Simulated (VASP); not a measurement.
# Mn (P6_3/mmc) in VASP: notebook, part 2 of 2

VASP 6.6.1. Earlier steps stand in the parts before.

### 4 Single point, PBE (volume scaled by 0.58)

File INCAR:

```
SYSTEM = Mn
PREC = Accurate ; ENCUT = 520
EDIFF = 1E-7 ; ISMEAR = -1
SIGMA = 0.05 ; LREAL = .False.
LASPH = .True. ; NELM = 60
ALGO = Normal ; ISIF = 2
LWAVE = .False. ; LCHARG = .False.
GGA = PE ; NBANDS = 20
```

File KPOINTS:

```
regular mesh
0
Gamma
  17 17 9
  0 0 0
```

File POSCAR:

```
Mn
1.0
    2.0737299657      0.0000000000      0.0000000000
   -1.0368649829      1.7959028309      0.0000000000
    0.0000000000      0.0000000000      3.3346197116
Mn
2
Direct
    0.3333333333      0.6666666667      0.2500000000
    0.6666666667      0.3333333333      0.7500000000
```

Potentials or basis: VASP PAW PBE potentials, release 64 (Mn_pv).

Run with:

```
$ cat potpaw_PBE.64/Mn_pv/POTCAR > POTCAR
$ mpirun -np 1 vasp_std > vasp.out
```

OUTCAR:

```text
SYSTEM = Mn
   PREC = Accurate
   ENCUT = 520
   EDIFF = 1E-7
   ISMEAR = -1
   LREAL = .False.
   LASPH = .True.
   NELM = 60
   ISIF = 2
   GGA = PE

 ion  position               nearest neighbor table
   1  0.333  0.667  0.250-   2 2.05   2 2.05   2 2.05   2 2.05   2 2.05   2 2.05   2 2.92   2 2.92
                             2 2.92   2 2.92   2 2.92   2 2.92
   2  0.667  0.333  0.750-   1 2.05   1 2.05   1 2.05   1 2.05   1 2.05   1 2.05   1 2.92   1 2.92
                             1 2.92   1 2.92   1 2.92   1 2.92

  LATTYP: Found a hexagonal cell.
 ALAT       =     2.0737299657
 C/A-ratio  =     1.6080298625

  Lattice vectors:

 A1 = (   2.0737299657,   0.0000000000,   0.0000000000)
 A2 = (  -1.0368649829,   1.7959028309,   0.0000000000)
 A3 = (   0.0000000000,   0.0000000000,   3.3346197116)

Analysis of symmetry for initial positions (statically):
=====================================================================
 Subroutine PRICEL returns:
 Original cell was already a primitive cell.

 Routine SETGRP: Setting up the symmetry group for a
 hexagonal supercell.

 Subroutine GETGRP returns: Found 24 space group operations
 (whereof 12 operations were pure point group operations)
 out of a pool of 24 trial point group operations.

The static configuration has the point symmetry D_3d.
 The point group associated with its full space group is D_6h.

Analysis of symmetry for dynamics (positions and initial velocities):
=====================================================================
 Subroutine PRICEL returns:
 Original cell was already a primitive cell.

 Routine SETGRP: Setting up the symmetry group for a
 hexagonal supercell.

 Subroutine GETGRP returns: Found 24 space group operations
 (whereof 12 operations were pure point group operations)
 out of a pool of 24 trial point group operations.

The dynamic configuration has the point symmetry D_3d.
 The point group associated with its full space group is D_6h.

 Subroutine INISYM returns: Found 24 space group operations
 (whereof 12 operations are pure point group operations),
 and found     1 'primitive' translations

----------------------------------------------------------------------------------------

                                     Primitive cell

  volume of cell :      12.4188

  direct lattice vectors                    reciprocal lattice vectors
     2.073729966  0.000000000  0.000000000     0.482222862  0.278411499  0.000000000
    -1.036864983  1.795902831  0.000000000     0.000000000  0.556822999  0.000000000
     0.000000000  0.000000000  3.334619712     0.000000000  0.000000000  0.299884271

  length of vectors
     2.073729966  2.073729966  3.334619712     0.556822999  0.556822999  0.299884271

  position of ions in fractional coordinates (direct lattice)
     0.333333333  0.666666667  0.250000000
     0.666666667  0.333333333  0.750000000

  ion indices of the primitive-cell ions
   primitive index   ion index
                 1           1
                 2           2

----------------------------------------------------------------------------------------

 KPOINTS: regular mesh

Automatic generation of k-mesh.
 Grid dimensions read from file:
 generate k-points for:   17   17    9

 Generating k-lattice:

  Cartesian coordinates                     Fractional coordinates (reciprocal lattice)
     0.028366051  0.016377147  0.000000000     0.058823529  0.000000000  0.000000000
     0.000000000  0.032754294  0.000000000     0.000000000  0.058823529  0.000000000
     0.000000000  0.000000000  0.033320475     0.000000000  0.000000000  0.111111111

  Length of vectors
     0.032754294  0.032754294  0.033320475

  Shift w.r.t. Gamma in fractional coordinates (k-lattice)
     0.000000000  0.000000000  0.000000000

 Subroutine IBZKPT returns following result:
 ===========================================

 Found    165 irreducible k-points:

 Following reciprocal coordinates:
            Coordinates               Weight
  0.000000  0.000000  0.000000      1.000000
  0.058824  0.000000  0.000000      6.000000
  0.117647  0.000000  0.000000      6.000000
  0.176471  0.000000  0.000000      6.000000
  0.235294  0.000000  0.000000      6.000000
  0.294118  0.000000  0.000000      6.000000
[... 16 lines left out ...]
  0.411765  0.117647  0.000000     12.000000
  0.176471  0.176471  0.000000      6.000000
 [... further k-points ...]
   k-points           NKPTS =    165   k-points in BZ     NKDIM =    165   number of bands    NBANDS=     20
   number of dos      NEDOS =    301   number of ions     NIONS =      2
   total plane-waves  NPLWV =   7168
   dimension x,y,z NGX =    16 NGY =   16 NGZ =   28
   dimension x,y,z NGXF=    32 NGYF=   32 NGZF=   56
   ions per type =               2
   NGX,Y,Z   is equivalent  to a cutoff of  12.83, 12.83, 13.96 a.u.
   NGXF,Y,Z  is equivalent  to a cutoff of  25.65, 25.65, 27.92 a.u.
 SYSTEM =  Mn
   PREC   = accura    normal or accurate (medium, high low for compatibility)
   ISTART =      0    job   : 0-new  1-cont  2-samecut
   ICHARG =      2    charge: 1-file 2-atom 10-const
   ISPIN  =      1    spin polarized calculation?
   LNONCOLLINEAR =      F non collinear calculations
   LSORBIT =      F    spin-orbit coupling
   LASPH  =      T    aspherical Exc in radial PAW
   ENCUT  =  520.0 eV  38.22 Ry    6.18 a.u.   3.86  3.86  6.20*2*pi/ulx,y,z
   NELM   =     60;   NELMIN=  2; NELMDL= -5     # of ELM steps
   EDIFF  = 0.1E-06   stopping-criterion for ELM
   LREAL  =      F    real-space projection
   EDIFFG = 0.1E-05   stopping-criterion for IOM
   NSW    =      0    number of steps for IOM
   IBRION =     -1    ionic relax: 0-MD 1-quasi-New 2-CG
   NFREE  =      0    steps in history (QN), initial steepest desc. (CG)
   ISIF   =      2    stress and relaxation
   ISYM   =      2    0-nonsym 1-usesym 2-fastsym
   POTIM  = 0.5000    time-step for ionic-motion
   TEBEG  =    0.0;   TEEND  =   0.0 temperature during run
   PSTRESS=    0.0 pullay stress
   NELECT =      26.0000    total number of electrons
   NUPDOWN=      -1.0000    fix difference up-down
   EMIN   =  10.00;   EMAX   =-10.00  energy-range for DOS
   EFERMI =   0.00;   METHOD = LEGACY
   ISMEAR =    -1;   SIGMA  =   0.05  broadening in eV -4-tet -1-fermi 0-gaus
   EFERMI_NEDOS =   21; number of points for ismear=-14 and -15
   IALGO  =     38    algorithm
   IMIX   =      4    mixing-type and parameters
     AMIX     =   0.40;   BMIX     =  1.00
     AMIX_MAG =   1.60;   BMIX_MAG =  1.00
  volume/ion in A,a.u.               =       6.21        41.90
  Fermi-wavevector in a.u.,A,eV,Ry     =   2.094300  3.957653 59.676394  4.386091
  Thomas-Fermi vector in A             =   3.085839
   LORBIT       =      0    0 simple, 1 ext, 2 COOP (PROOUT), +10 PAW based schemes
   GGA     = PE    functional components
   LHFCALC =     F    Hartree Fock is set to
   AEXX    =    0.0000 exact exchange contribution
   IVDW    =     0    specifies the selected vdW correction
   LEPSILON=     F    determine dielectric tensor
   LRPA    =     F    only Hartree local field effects (RPA)
 non-spin polarized calculation
  energy-cutoff  :      520.00
  volume of cell :       12.42
 maximum number of plane-waves:       343
 NGX is ok and might be reduce to    16
   NGX =  7   NGY =  7   NGZ = 13

 number of electron      25.9999998 magnetization

 Free energy of the ion-electron system (eV)
  ---------------------------------------------------
  ext. energy  EPLUGINS =         0.00000000
  ---------------------------------------------------
  free energy    TOTEN  =        -9.26411971 eV

  energy without entropy =       -9.25286751  energy(sigma->0) =       -9.25849361

 E-fermi :  20.4672     XC(G=0): -17.6633

 val. band max:       20.4599340828   @ k =   0.2941   0.1176   0.3333
 cond. band min:      20.4723766658   @ k =   0.3529   0.2353   0.4444
 fundamental gap:      0.0124425829
 Fermi energy:        20.4672258578

 k-point     1 :       0.0000    0.0000    0.0000
  band No.  band energies     occupation
      1     -30.2590      2.00000
      2     -26.7560      2.00000
      3     -26.7560      2.00000
      4     -26.2564      2.00000
      5     -26.2564      2.00000
      6     -26.1900      2.00000
[... 12 lines left out ...]
     19      38.6551      0.00000
[... 513 lines left out ...]
      4     -27.3191      2.00000
      5     -26.7994      2.00000
      6     -26.6525      2.00000
[... 12 lines left out ...]
     19      38.0764      0.00000
     20      42.5784      0.00000

 [... further k-points ...]

------------------------ aborting loop because EDIFF is reached ----------------------------------------

  FORCE on cell =-STRESS in cart. coord.  units (eV):
  Direction    XX          YY          ZZ          XY          YZ          ZX
  --------------------------------------------------------------------------------------
  -------------------------------------------------------------------------------------
  Total       38.3352063     38.3352063     38.4644476     -0.0000000      0.0000000      0.0000000
  in kB     4945.6916506   4945.6916507   4962.3652893     -0.0000001      0.0000000      0.0000000
  external PRESSURE =    4951.2495302 kB  Pullay stress =       0.0000000 kB

 VOLUME and BASIS-vectors are now :
 -----------------------------------------------------------------------------
  energy-cutoff  :      520.00
  volume of cell :       12.42
      direct lattice vectors                 reciprocal lattice vectors
     2.073729966  0.000000000  0.000000000     0.482222862  0.278411499  0.000000000
    -1.036864983  1.795902831  0.000000000     0.000000000  0.556822999  0.000000000
     0.000000000  0.000000000  3.334619712     0.000000000  0.000000000  0.299884271

 POSITION                                       TOTAL-FORCE (eV/Angst)
 -----------------------------------------------------------------------------------
     -0.00000      1.19727      0.83365         0.000000      0.000000      0.000000
      1.03686      0.59863      2.50096        -0.000000     -0.000000      0.000000
 -----------------------------------------------------------------------------------
    total drift:                               -0.000000      0.000000     -0.000000

  FREE ENERGIE OF THE ION-ELECTRON SYSTEM (eV)
  ---------------------------------------------------
  free  energy   TOTEN  =        -9.2641197072 eV

  energy  without entropy=       -9.2528675106  energy(sigma->0) =       -9.25849361
```

OSZICAR:

```text
N       E                     dE             d eps       ncg     rms          rms(c)
DAV:   1     0.223095924054E+03    0.22310E+03   -0.14836E+04  6968   0.202E+03
DAV:   2    -0.323693890731E+01   -0.22633E+03   -0.21734E+03  6616   0.454E+02
DAV:   3    -0.103971720441E+02   -0.71602E+01   -0.71278E+01  7156   0.959E+01
DAV:   4    -0.104433761254E+02   -0.46204E-01   -0.46200E-01  7184   0.756E+00
DAV:   5    -0.104439368446E+02   -0.56072E-03   -0.56072E-03  7216   0.871E-01    0.424E+01
DAV:   6    -0.940568112948E+01    0.10383E+01   -0.17121E+00  7292   0.209E+01    0.171E+01
DAV:   7    -0.927912556731E+01    0.12656E+00   -0.12223E-01  7544   0.465E+00    0.439E+00
DAV:   8    -0.926488462256E+01    0.14241E-01   -0.42128E-02  6784   0.303E+00    0.402E-01
DAV:   9    -0.926420051140E+01    0.68411E-03   -0.10506E-03  7188   0.446E-01    0.765E-02
DAV:  10    -0.926410672116E+01    0.93790E-04   -0.43078E-05  7384   0.869E-02    0.269E-02
DAV:  11    -0.926411788592E+01   -0.11165E-04   -0.81824E-06  6996   0.453E-02    0.452E-03
DAV:  12    -0.926411857515E+01   -0.68923E-06   -0.15750E-07  4732   0.589E-03    0.104E-03
DAV:  13    -0.926411965641E+01   -0.10813E-05   -0.20797E-08  3488   0.205E-03    0.369E-04
DAV:  14    -0.926411970716E+01   -0.50744E-07   -0.44787E-09  3348   0.941E-04
   1 F= -.92641197E+01 E0= -.92584936E+01  d E =-.112522E-01
```

stdout:

```text
POSCAR found type information on POSCAR Mn
 POSCAR found :  1 types and       2 ions
 scaLAPACK will be used
 LDA part: xc-table for (Slater+PW92), standard interpolation
 POSCAR, INCAR and KPOINTS ok, starting setup
 FFT: planning ... GRIDC
 FFT: planning ... GRID_SOFT
 FFT: planning ... GRID
 WAVECAR not read
 entering main loop
```

Wall time 22 s (1 thread of Intel Xeon 6975P-C, shared host); peak memory 0.15 GiB.

Results:

```
Free energy            : -9.2641 eV
Pressure               : 495.1 GPa
Band gap on the k mesh : zero (band 13 reaches 22.73 eV, above the bottom of band 14 at 18.57 eV)
```

Levels at points of the mesh, in eV from the Fermi level:
| k point | band 10 | band 11 | band 12 | band 13 | band 14 | band 15 | band 16 | band 17 |
| --- | --- | --- | --- | --- | --- | --- | --- | --- |
| (0.00, 0.00, 0.00) | -2.44 | -2.32 | -1.32 | -1.32 | -0.28 | -0.28 | 3.15 | 3.15 |

Caveat: the cell differs from its parent crystal (volume scaled by 0.58); the run has no spin polarisation, though such a crystal can be magnetic.

### 5 Single point, PBE

This run uses another cell than the first one, of 7.28 Å³/atom, 1.360 times its volume.

File INCAR:

```
SYSTEM = Mn
  PREC = Accurate
  ENCUT = 520
  EDIFF = 1E-6
  ISMEAR = -1
  SIGMA = 0.05
  LREAL = .False.
  LASPH = .True.
  NELM = 60
  ALGO = Normal
  ISIF = 2
  LWAVE = .False.
  LCHARG = .False.
  GGA = PE
  NBANDS = 20
```

KPOINTS is that of step 4.

File POSCAR:

```
Mn
1.0
    2.1844606730      0.0000000000      0.0000000000
   -1.0922303365      1.8917984364      0.0000000000
    0.0000000000      0.0000000000      3.5232477067
Mn
2
Direct
    0.3333333333      0.6666666667      0.2500000000
    0.6666666667      0.3333333333      0.7500000000
```

Potentials or basis: VASP PAW PBE potentials, release 64 (Mn_pv).

Run with:

```
$ cat potpaw_PBE.64/Mn_pv/POTCAR > POTCAR
$ mpirun -np 1 vasp_std > vasp.out
```

OUTCAR:

```text
SYSTEM = Mn
   PREC = Accurate
   ENCUT = 520
   EDIFF = 1E-6
   ISMEAR = -1
   LREAL = .False.
   LASPH = .True.
   NELM = 60
   ISIF = 2
   GGA = PE

 ion  position               nearest neighbor table
   1  0.333  0.667  0.250-   2 2.17   2 2.17   2 2.17   2 2.17   2 2.17   2 2.17   2 3.08   2 3.08
                             2 3.08   2 3.08   2 3.08   2 3.08
   2  0.667  0.333  0.750-   1 2.17   1 2.17   1 2.17   1 2.17   1 2.17   1 2.17   1 3.08   1 3.08
                             1 3.08   1 3.08   1 3.08   1 3.08

  LATTYP: Found a hexagonal cell.
 ALAT       =     2.1844606730
 C/A-ratio  =     1.6128684532

  Lattice vectors:

 A1 = (   2.1844606730,   0.0000000000,   0.0000000000)
 A2 = (  -1.0922303365,   1.8917984364,   0.0000000000)
 A3 = (   0.0000000000,   0.0000000000,   3.5232477067)

Analysis of symmetry for initial positions (statically):
=====================================================================
 Subroutine PRICEL returns:
 Original cell was already a primitive cell.

 Routine SETGRP: Setting up the symmetry group for a
 hexagonal supercell.

 Subroutine GETGRP returns: Found 24 space group operations
 (whereof 12 operations were pure point group operations)
[... 163 lines left out ...]
  energy without entropy =      -14.06660801  energy(sigma->0) =      -14.07393386

 E-fermi :  16.9774     XC(G=0): -16.5377

 val. band max:       16.9763329956   @ k =   0.3529   0.1176   0.2222
 cond. band min:      16.9778686826   @ k =   0.4118   0.0588   0.3333
 fundamental gap:      0.0015356870
 Fermi energy:        16.9774403155

 k-point     1 :       0.0000    0.0000    0.0000
  band No.  band energies     occupation
      1     -32.5729      2.00000
      2     -30.3438      2.00000
      3     -30.3438      2.00000
      4     -30.0200      2.00000
      5     -30.0200      2.00000
      6     -29.9822      2.00000
[... 541 lines left out ...]
     19      31.7248      0.00000
     20      36.3327      0.00000

 [... further k-points ...]

------------------------ aborting loop because EDIFF is reached ----------------------------------------

  FORCE on cell =-STRESS in cart. coord.  units (eV):
  Direction    XX          YY          ZZ          XY          YZ          ZX
  --------------------------------------------------------------------------------------
  -------------------------------------------------------------------------------------
  Total       22.8513990     22.8513990     22.8851022      0.0000000      0.0000000     -0.0000000
  in kB     2514.5547992   2514.5547992   2518.2634809      0.0000000      0.0000000     -0.0000000
  external PRESSURE =    2515.7910264 kB  Pullay stress =       0.0000000 kB

 VOLUME and BASIS-vectors are now :
 -----------------------------------------------------------------------------
  energy-cutoff  :      520.00
  volume of cell :       14.56
      direct lattice vectors                 reciprocal lattice vectors
     2.184460673  0.000000000  0.000000000     0.457778898  0.264298770  0.000000000
    -1.092230336  1.891798436  0.000000000     0.000000000  0.528597540  0.000000000
     0.000000000  0.000000000  3.523247707     0.000000000  0.000000000  0.283829036

 POSITION                                       TOTAL-FORCE (eV/Angst)
 -----------------------------------------------------------------------------------
     -0.00000      1.26120      0.88081        -0.000000      0.000000      0.000000
      1.09223      0.63060      2.64244         0.000000     -0.000000      0.000000
 -----------------------------------------------------------------------------------
    total drift:                               -0.000000      0.000000     -0.000000

  FREE ENERGIE OF THE ION-ELECTRON SYSTEM (eV)
  ---------------------------------------------------
  free  energy   TOTEN  =       -14.0812597109 eV

  energy  without entropy=      -14.0666080072  energy(sigma->0) =      -14.07393386
```

OSZICAR:

```text
N       E                     dE             d eps       ncg     rms          rms(c)
DAV:   1     0.229724668701E+03    0.22972E+03   -0.15183E+04  6912   0.198E+03
DAV:   2    -0.808840237232E+01   -0.23781E+03   -0.22924E+03  6624   0.457E+02
DAV:   3    -0.158859960051E+02   -0.77976E+01   -0.77591E+01  7092   0.982E+01
DAV:   4    -0.159436290573E+02   -0.57633E-01   -0.57629E-01  7208   0.832E+00
DAV:   5    -0.159444764440E+02   -0.84739E-03   -0.84738E-03  7200   0.104E+00    0.318E+01
DAV:   6    -0.141795317353E+02    0.17649E+01   -0.44688E+00  7104   0.321E+01    0.791E+00
DAV:   7    -0.141033827671E+02    0.76149E-01   -0.10208E-01  7184   0.339E+00    0.321E+00
DAV:   8    -0.140823232005E+02    0.21060E-01   -0.23040E-02  6844   0.206E+00    0.362E-01
DAV:   9    -0.140813073931E+02    0.10158E-02   -0.97331E-04  6960   0.425E-01    0.502E-02
DAV:  10    -0.140812520984E+02    0.55295E-04   -0.32868E-05  7240   0.742E-02    0.224E-02
DAV:  11    -0.140812598877E+02   -0.77893E-05   -0.15708E-05  6892   0.609E-02    0.521E-03
DAV:  12    -0.140812597109E+02    0.17679E-06   -0.26390E-07  3492   0.761E-03
   1 F= -.14081260E+02 E0= -.14073934E+02  d E =-.146517E-01
```

stdout:

```text
POSCAR found type information on POSCAR Mn
 POSCAR found :  1 types and       2 ions
 scaLAPACK will be used
 LDA part: xc-table for (Slater+PW92), standard interpolation
 POSCAR, INCAR and KPOINTS ok, starting setup
 FFT: planning ... GRIDC
 FFT: planning ... GRID_SOFT
 FFT: planning ... GRID
 WAVECAR not read
 entering main loop
```

Wall time 21 s (1 thread of Intel Xeon 6975P-C, shared host); peak memory 0.15 GiB.

What came out:

```yaml
Free_energy: -14.0813 eV
Pressure: 251.6 GPa
Band_gap_on_the_k_mesh: zero (band 13 reaches 18.56 eV, above the bottom of band 14 at 15.14 eV)
```

Stress tensor (GPa, compression positive):
```
251.46   0.00   0.00
  0.00 251.46   0.00
  0.00   0.00 251.83
```

Levels at points of the mesh, in eV from the Fermi level:
```csv
k point,band 9,band 10,band 11,band 12,band 13,band 14,band 15,band 16,band 17,band 18
"(0.00, 0.00, 0.00)",-1.81,-1.81,-1.77,-0.94,-0.94,-0.07,-0.07,2.09,2.67,2.67
```

Caveat: the run has no spin polarisation, though such a crystal can be magnetic. Spin polarisation is off, so any magnetic state and its effect on volume and gap are missing.
